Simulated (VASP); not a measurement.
# Cu2BrCl (R-3m) in VASP: notebook, part 2 of 2

VASP 6.6.1. Earlier steps stand in the parts before.

**3. Single point, PBE**

This run uses another cell than the first one, of 16.95 Å³/atom.

The input, INCAR:

```
PREC = Accurate ; ENCUT = 520
EDIFF = 1E-6 ; ISMEAR = -1
SIGMA = 0.05 ; LREAL = F
LASPH = T ; NELM = 60
ALGO = Normal ; ISIF = 2
LWAVE = F ; LCHARG = F
GGA = PE ; NBANDS = 26
```

The input, KPOINTS:

```
regular mesh
0
Gamma
  8 8 8
```

The input, POSCAR:

```
Cu2BrCl
1.0
    1.8176317742      1.0494101941      5.9240554725
   -1.8176317742      1.0494101941      5.9240554725
    0.0000000000     -2.0988203882      5.9240554725
Br Cu Cl
1 2 1
Direct
    0.0000000000      0.0000000000      0.0000000000
    0.7516030000      0.7516030000      0.7516030000
    0.2483970000      0.2483970000      0.2483970000
    0.5000000000      0.5000000000      0.5000000000
```

Potentials or basis: VASP PAW PBE potentials, release 64 (Br, Cu, Cl).

Launch:

```console
$ cat potpaw_PBE.64/Br/POTCAR potpaw_PBE.64/Cu/POTCAR potpaw_PBE.64/Cl/POTCAR > POTCAR
$ mpirun -np 1 vasp_std > vasp.out
```

OUTCAR:

```text
PREC = Accurate
   ENCUT = 520
   EDIFF = 1E-6
   ISMEAR = -1
   LREAL = F
   LASPH = T
   NELM = 60
   ISIF = 2
   GGA = PE

 ion  position               nearest neighbor table
   1  0.000  0.000  0.000-   2 2.59   3 2.59   2 2.59   2 2.59   3 2.59   3 2.59
   2  0.752  0.752  0.752-   4 2.55   4 2.55   4 2.55   1 2.59   1 2.59   1 2.59
   3  0.248  0.248  0.248-   4 2.55   4 2.55   4 2.55   1 2.59   1 2.59   1 2.59
   4  0.500  0.500  0.500-   3 2.55   2 2.55   3 2.55   3 2.55   2 2.55   2 2.55

  LATTYP: Found a trigonal (rhomboedric) cell.
 ALAT       =     6.2848611968
 COS(alpha) =     0.8327175323

  Lattice vectors:

 A1 = (   1.8176317742,   1.0494101941,   5.9240554725)
 A2 = (  -1.8176317742,   1.0494101941,   5.9240554725)
 A3 = (   0.0000000000,  -2.0988203882,   5.9240554725)

Analysis of symmetry for initial positions (statically):
=====================================================================
 Subroutine PRICEL returns:
 Original cell was already a primitive cell.

 Routine SETGRP: Setting up the symmetry group for a
 trigonal (rhombohedral) supercell.

 Subroutine GETGRP returns: Found 12 space group operations
 (whereof 12 operations were pure point group operations)
 out of a pool of 12 trial point group operations.

The static configuration has the point symmetry D_3d.

Analysis of symmetry for dynamics (positions and initial velocities):
=====================================================================
 Subroutine PRICEL returns:
 Original cell was already a primitive cell.

 Routine SETGRP: Setting up the symmetry group for a
 trigonal (rhombohedral) supercell.

 Subroutine GETGRP returns: Found 12 space group operations
 (whereof 12 operations were pure point group operations)
 out of a pool of 12 trial point group operations.

The dynamic configuration has the point symmetry D_3d.

 Subroutine INISYM returns: Found 12 space group operations
[... 113 lines left out ...]
   NUPDOWN=      -1.0000    fix difference up-down
   EMIN   =  10.00;   EMAX   =-10.00  energy-range for DOS
   EFERMI =   0.00;   METHOD = LEGACY
   ISMEAR =    -1;   SIGMA  =   0.05  broadening in eV -4-tet -1-fermi 0-gaus
   EFERMI_NEDOS =   21; number of points for ismear=-14 and -15
   IALGO  =     38    algorithm
   IMIX   =      4    mixing-type and parameters
     AMIX     =   0.40;   BMIX     =  1.00
     AMIX_MAG =   1.60;   BMIX_MAG =  1.00
  volume/ion in A,a.u.               =      16.95       114.38
  Fermi-wavevector in a.u.,A,eV,Ry     =   1.325669  2.505151 23.910861  1.757399
  Thomas-Fermi vector in A             =   2.455113
   LORBIT       =      0    0 simple, 1 ext, 2 COOP (PROOUT), +10 PAW based schemes
   GGA     = PE    functional components
   LHFCALC =     F    Hartree Fock is set to
   AEXX    =    0.0000 exact exchange contribution
   IVDW    =     0    specifies the selected vdW correction
   LEPSILON=     F    determine dielectric tensor
   LRPA    =     F    only Hartree local field effects (RPA)
 non-spin polarized calculation
  energy-cutoff  :      520.00
  volume of cell :       67.80
 maximum number of plane-waves:      1853
   NGX = 23   NGY = 23   NGZ = 23

 number of electron      35.9999987 magnetization

 Free energy of the ion-electron system (eV)
  ---------------------------------------------------
  ext. energy  EPLUGINS =         0.00000000
  ---------------------------------------------------
  free energy    TOTEN  =       -11.39293914 eV

  energy without entropy =      -11.39248070  energy(sigma->0) =      -11.39270992

 E-fermi :   6.1171     XC(G=0): -10.7018

 val. band max:        5.8899786918   @ k =   0.0000   0.0000   0.0000
 cond. band min:       6.2628842309   @ k =   0.5000   0.5000   0.0000
 fundamental gap:      0.3729055391
 Fermi energy:         6.1170548881

 k-point     1 :       0.0000    0.0000    0.0000
  band No.  band energies     occupation
      1     -11.4848      2.00000
      2     -10.5779      2.00000
      3      -1.7343      2.00000
      4       1.0877      2.00000
      5       1.0877      2.00000
      6       2.5466      2.00000
[... 685 lines left out ...]
     25      13.2980      0.00000
     26      14.9084      0.00000

 [... further k-points ...]
[... 5 lines left out ...]
  --------------------------------------------------------------------------------------
  -------------------------------------------------------------------------------------
  Total        2.2692429      2.2692429      2.2071027      0.0000000     -0.0000000      0.0000000
  in kB       53.6253352     53.6253352     52.1568773      0.0000000     -0.0000000      0.0000000
  external PRESSURE =      53.1358492 kB  Pullay stress =       0.0000000 kB

 VOLUME and BASIS-vectors are now :
 -----------------------------------------------------------------------------
  energy-cutoff  :      520.00
  volume of cell :       67.80
      direct lattice vectors                 reciprocal lattice vectors
     1.817631774  1.049410194  5.924055473     0.275083219  0.158819371  0.056267760
    -1.817631774  1.049410194  5.924055473    -0.275083219  0.158819371  0.056267760
     0.000000000 -2.098820388  5.924055473     0.000000000 -0.317638741  0.056267760

 POSITION                                       TOTAL-FORCE (eV/Angst)
 -----------------------------------------------------------------------------------
      0.00000      0.00000      0.00000        -0.000000     -0.000000      0.000000
      0.00000      0.00000     13.35761        -0.000000     -0.000000      0.173464
      0.00000      0.00000      4.41455        -0.000000     -0.000000     -0.173464
      0.00000      0.00000      8.88608         0.000000      0.000000      0.000000
 -----------------------------------------------------------------------------------
    total drift:                                0.000000     -0.000000      0.000000

  FREE ENERGIE OF THE ION-ELECTRON SYSTEM (eV)
  ---------------------------------------------------
  free  energy   TOTEN  =       -11.3929391379 eV

  energy  without entropy=      -11.3924806956  energy(sigma->0) =      -11.39270992
```

OSZICAR:

```text
N       E                     dE             d eps       ncg     rms          rms(c)
DAV:   1     0.293918364051E+03    0.29392E+03   -0.16329E+04  3396   0.181E+03
DAV:   2     0.232478545629E+02   -0.27067E+03   -0.25709E+03  3422   0.357E+02
DAV:   3    -0.101236097674E+02   -0.33371E+02   -0.32217E+02  4454   0.136E+02
DAV:   4    -0.117062897604E+02   -0.15827E+01   -0.15718E+01  4446   0.291E+01
DAV:   5    -0.117524842774E+02   -0.46195E-01   -0.46161E-01  4784   0.464E+00    0.117E+01
DAV:   6    -0.115158743903E+02    0.23661E+00   -0.33083E+00  4732   0.355E+01    0.596E+00
DAV:   7    -0.114202722933E+02    0.95602E-01   -0.15707E+00  4108   0.258E+01    0.345E+00
DAV:   8    -0.113932991644E+02    0.26973E-01   -0.79689E-02  4816   0.631E+00    0.716E-01
DAV:   9    -0.113930800224E+02    0.21914E-03   -0.18653E-02  5284   0.178E+00    0.340E-01
DAV:  10    -0.113929085506E+02    0.17147E-03   -0.10672E-03  5304   0.442E-01    0.172E-01
DAV:  11    -0.113929257781E+02   -0.17228E-04   -0.15286E-04  5408   0.156E-01    0.588E-02
DAV:  12    -0.113929419830E+02   -0.16205E-04   -0.11969E-04  5070   0.203E-01    0.416E-02
DAV:  13    -0.113929386720E+02    0.33110E-05   -0.22484E-05  5180   0.813E-02    0.160E-02
DAV:  14    -0.113929391379E+02   -0.46586E-06   -0.40356E-06  3914   0.343E-02
   1 F= -.11392939E+02 E0= -.11392710E+02  d E =-.458442E-03
```

It took 6.8 min on 1 thread of Oxide Virtual Turin-like, shared host; peak memory 0.35 GiB.

What came out:

```yaml
Free_energy: -11.3929 eV
Pressure: 5.3 GPa
Largest_force: 0.173 eV/Å
Band_gap_on_the_k_mesh: 0.37 eV
```

Forces on the atoms (eV/Å):
```
Br   0.000  0.000  0.000
Cu   0.000  0.000  0.173
Cu   0.000  0.000 -0.173
Cl   0.000  0.000  0.000
```

Stress tensor (GPa, compression positive):
```
5.36 0.00 0.00
0.00 5.36 0.00
0.00 0.00 5.22
```

Caveat: the cell stands under pressure; semilocal functionals underestimate gaps, and a narrow one can read as zero.

**4. Single point, PBE**

This run uses another cell than the first one, of 17.31 Å³/atom.

The input, INCAR:

```
SYSTEM = Cu2BrCl
ALGO = Normal
EDIFF = 1E-7
ENCUT = 520
GGA = PE
ISIF = 2
ISMEAR = -1
LASPH = .TRUE.
LCHARG = .TRUE.
LELF = .TRUE.
LREAL = .FALSE.
LVHAR = .TRUE.
LWAVE = .FALSE.
NBANDS = 26
NELM = 80
PREC = Accurate
SIGMA = 0.05
```

The input, KPOINTS:

```
k-points
0
G
  8 8 8
  0 0 0
```

The input, POSCAR:

```
Cu2BrCl
1.0
    1.8304324197      1.0568006502      5.9657755476
   -1.8304324197      1.0568006502      5.9657755476
    0.0000000000     -2.1136013004      5.9657755476
Br Cu Cl
1 2 1
Direct
    0.0000000000      0.0000000000      0.0000000000
    0.7516030000      0.7516030000      0.7516030000
    0.2483970000      0.2483970000      0.2483970000
    0.5000000000      0.5000000000      0.5000000000
```

Launch:

```console
$ cat potpaw_PBE.64/Br/POTCAR potpaw_PBE.64/Cu/POTCAR potpaw_PBE.64/Cl/POTCAR > POTCAR
$ mpirun -np 1 vasp_std > vasp.out
```

It took 9.9 min on 1 thread of Oxide Virtual Turin-like, shared host; peak memory 0.35 GiB.

It converged, with:

* Free energy: -11.4352 eV
* Pressure: 3.8 GPa
* Largest force: 0.150 eV/Å
* Band gap on the k mesh: 0.31 eV

Forces on the atoms (eV/Å):
```
Br   0.000  0.000  0.000
Cu   0.000  0.000  0.150
Cu   0.000  0.000 -0.150
Cl   0.000  0.000  0.000
```

Stress tensor (GPa, compression positive):
```
3.89 0.00 0.00
0.00 3.89 0.00
0.00 0.00 3.76
```

Levels at points of the mesh, in eV from the valence-band top:
```csv
k point,band 14,band 15,band 16,band 17,band 18,band 19,band 20,band 21,band 22,band 23
"(0.00, 0.00, 0.00)",-1.45,-1.45,-1.33,0.00,0.00,0.31,2.95,5.83,5.83,6.84
"(0.50, 0.00, 0.00)",-1.33,-1.04,-0.92,-0.82,-0.82,2.30,2.74,5.45,6.15,7.17
"(0.50, 0.50, 0.00)",-1.35,-1.33,-1.23,-0.04,-0.02,0.40,2.94,5.80,5.84,5.91
"(0.50, 0.50, 0.50)",-1.57,-0.93,-0.93,-0.59,-0.59,2.63,2.66,6.42,7.06,7.43
```

Caveat: the cell stands under pressure; semilocal functionals underestimate gaps, and a narrow one can read as zero. A k mesh can miss the band edges.

**5. Summary**

| cell | gap on the mesh (eV) | pressure (GPa) | largest force (eV/Å) |
| --- | --- | --- | --- |
| a = 6.542 Å, angles 33.6°, 4 atoms | 0.06 | -1.9 | 0.06 |
| a = 6.285 Å, angles 33.6°, 4 atoms | 0.37 | 5.3 | 0.17 |
| a = 6.329 Å, angles 33.6°, 4 atoms | 0.31 | 3.8 | 0.15 |

Alike in all rows: task single point; level PBE; potentials or basis VASP PAW PBE potentials, release 64 (Br, Cu, Cl); no spin polarisation; k mesh 8 × 8 × 8; cutoff (eV) 520; smearing fermi-dirac 0.05 eV.

Caveats: semilocal functionals underestimate gaps, and a narrow one can read as zero; the cell stands under pressure (at least some runs); the smearing spreads over this small gap (at least some runs).

Total energies depend on the potentials used, so only differences within one code and one set of settings carry meaning.

The gap in the log of VASP goes by the Fermi energy; the results here count the filled bands.